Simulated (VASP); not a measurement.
Ge, 1 atom in the cell. The structure is tetragonal, space group I4/mmm (No. 139). Conventional cell: a = 3.217 Å, b = 3.217 Å, c = 3.746 Å, α = 90.00°, β = 90.00°, γ = 90.00°. Ge (site symmetry 4/mmm) has 14 Ge at 2.95 to 3.75 Å within 3.9 Å. 

```yaml
Program: VASP 6.6.1
Task: relaxation of cell and atoms
Functional: revPBE
Dispersion: D3(BJ)
Potentials_or_basis: VASP PAW PBE potentials, release 64 (Ge_d)
Cutoff: 600 eV
k_mesh: 12 × 12 × 12
Occupations: fermi-dirac, width 0.05 eV
Spin: no spin polarisation
Dipole_correction: no
Further_INCAR_settings: ALGO = Normal; EDIFF = 1e-06; IBRION = 2; EDIFFG = -0.01; NSW = 60; ISIF = 3
```

Potentials or basis: VASP PAW PBE potentials, release 64 (Ge_d).

The run is started by

```sh
$ cat potpaw_PBE.64/Ge_d/POTCAR > POTCAR
$ mpirun -np 1 vasp_std > vasp.out
```

Hardware: 1 thread of Intel(R) Xeon(R) 6975P-C (Granite Rapids) (shared host).

**Question.** How long does it take, and how much memory?

**Answer.** Wall time 16 s on 1 thread of Intel(R) Xeon(R) 6975P-C (Granite Rapids), on a shared host, peak memory 0.18 GiB. Counts: scf iterations 17, k points 163, ion steps 2.
